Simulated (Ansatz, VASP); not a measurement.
## One calculation of SiSe, two programs

INCAR

```
SYSTEM = SiSe
  ALGO = Normal
  EDIFF = 1E-6
  EDIFFG = -0.04
  ENCUT = 600
  GGA = PE
  IBRION = 2
  ISIF = 3
  ISMEAR = 0
  LASPH = .TRUE.
  LCHARG = .FALSE.
  LREAL = .FALSE.
  LWAVE = .FALSE.
  NELM = 80
  NSW = 90
  PREC = Accurate
  SIGMA = 0.1
```

Contents of KPOINTS:

```
k-points
0
G
  6 6 6
  0 0 0
```

The input POSCAR:

```
SiSe
1.0
    3.4941579800      0.0000000000      0.0000000000
   -1.7470789900      3.0260295800      0.0000000000
    0.0000000000      0.0000000000      3.3659443400
Si Se
1 1
Direct
    0.6666666700      0.3333333300      0.5000000000
    0.0000000000      0.0000000000      0.0000000000
```

Input for Ansatz:

```yaml
crystal:
  lattice:
    - [3.49415798, 0.0, 0.0]
    - [-1.74707899, 3.02602958, 0.0]
    - [0.0, 0.0, 3.36594434]
  atoms:
    - { symbol: Si, position: [0.66666667, 0.33333333, 0.5] }
    - { symbol: Se, position: [0.0, 0.0, 0.0] }
basis:
  ecutwfc: 420
kpoints:
  mp_grid: { grid: [6, 6, 6] }
hamiltonian:
  xc: pbe
scf:
  occupations: { method: gaussian, width: 0.1 }
  lower_state_search: "off"
output:
  forces: true
  stress: true
  eigenvalues: true
relax:
  adjacent_minimum: "off"
  f_tol: 0.04
  max_steps: 70
  cell: { stress_tol: 0.4 }
```

Alike in both runs: task relaxation of cell and atoms; functional PBE; k mesh 6 × 6 × 6; occupations gaussian, width 0.1 eV; no spin polarisation.

|  | VASP | Ansatz |
| --- | --- | --- |
| version | VASP 6.6.1 | Ansatz 0.2.0 |
| potentials or method | VASP PAW PBE potentials, release 64 (Si, Se), cutoff 600 eV | scalar-relativistic, plane waves, PAW |
| valence electrons in the cell | 10 | 20 |

Ansatz gave:

| Property | Result |
| --- | --- |
| gap on the k mesh at the Fermi level, each at its own relaxed structure (eV) | none |
| relaxed volume (Å³/atom) | 20.30 |
| relaxed cell length with the largest relative difference (Å) | 3.614 |

Problem. Which values does VASP return?

Solution. gap on the k mesh at the Fermi level, each at its own relaxed structure (eV): none; relaxed volume (Å³/atom): 20.23; relaxed cell length with the largest relative difference (Å): 3.604.

A gap of «none» marks a metal or a gap that the smearing closes. VASP's potentials hold 10 valence electrons a cell and Ansatz's 20, so a difference there can come from the potentials and not from the codes.
